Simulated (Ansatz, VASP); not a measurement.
## Si: VASP beside Ansatz

File INCAR:

```
ALGO = Normal
EDIFF = 1E-7
ENCUT = 520
GGA = PS
ISIF = 2
ISMEAR = 0
LASPH = T
LCHARG = F
LREAL = F
LWAVE = F
NBANDS = 26
NELM = 100
PREC = Accurate
SIGMA = 0.03
```

KPOINTS

```
k-points
0
Gamma
  10 10 4
```

The input POSCAR:

```
Si
1.0
    0.0000000000      0.0000000000      3.8373624245
    3.3221878745     -3.3221878745     -1.9186812122
    6.6443757490      6.6443757490      0.0000000000
Si
8
Direct
   -0.0313416112      0.0000000000      0.1787304307
    0.4723427534      0.0000000000      0.6787304307
    0.4723427534      0.0000000000      0.3212695693
   -0.0313416112      0.0000000000      0.8212695693
    0.8277323417      0.6425391386      0.0000000000
    0.3738056547      0.6425391386      0.5000000000
    0.1851932031      0.3574608614      0.0000000000
    0.7312665161      0.3574608614      0.5000000000
```

Input for Ansatz:

```yaml
crystal:
  lattice:
    - [0.0, 0.0, 3.8373624245]
    - [3.3221878745, -3.3221878745, -1.9186812122]
    - [6.644375749, 6.644375749, 0.0]
  atoms:
    - { symbol: Si, position: [-0.0313416112, 0.0, 0.1787304307] }
    - { symbol: Si, position: [0.4723427534, 0.0, 0.6787304307] }
    - { symbol: Si, position: [0.4723427534, 0.0, 0.3212695693] }
    - { symbol: Si, position: [-0.0313416112, 0.0, 0.8212695693] }
    - { symbol: Si, position: [0.8277323417, 0.6425391386, 0.0] }
    - { symbol: Si, position: [0.3738056547, 0.6425391386, 0.5] }
    - { symbol: Si, position: [0.1851932031, 0.3574608614, 0.0] }
    - { symbol: Si, position: [0.7312665161, 0.3574608614, 0.5] }
basis:
  ecutwfc: 420
kpoints:
  mp_grid: { grid: [10, 10, 4] }
hamiltonian:
  xc: pbesol
  pseudopotentials: { kind: paw, azcp: { folder: soft_1 } }
scf:
  occupations: { method: gaussian, width: 0.03 }
output:
  forces: true
  stress: true
  eigenvalues: true
```

Change from the starting cell: mode 4 frozen in at -0.088 Å and mode 7 at -0.113 Å (largest displacements).

Alike in both runs: task single point; functional PBEsol; k mesh 10 × 10 × 4; occupations gaussian, width 0.03 eV; no spin polarisation.

|  | VASP | Ansatz |
| --- | --- | --- |
| version | VASP 6.6.1 | Ansatz 0.2.0 |
| potentials or method | VASP PAW PBE potentials, release 64 (Si), cutoff 520 eV | scalar-relativistic, plane waves, PAW |
| valence electrons in the cell | 32 | 32 |

|  | VASP | Ansatz | Ansatz less VASP |
| --- | --- | --- | --- |
| gap on the k mesh at the Fermi level (eV) | 0.07 | 0.08 | +0.009 |
| least direct gap on the mesh (eV) | 0.54 | 0.54 | +0.006 |
| pressure (GPa) | -0.4 | -0.5 | -0.11 |
| traceless stress, the component that is largest in VASP (GPa) | 0.26 | 0.26 | +0.003 |
| rms of the force components (eV/Å) | 0.171 | 0.172 | +0.0013 |

VASP's potentials were made for PBE, not for PBEsol, and Ansatz warns of the same on its side. Atom by atom the forces differ by 0.002 eV/Å (rms over components). With one functional, cell and mesh, what is left measures potentials, basis and numerics.
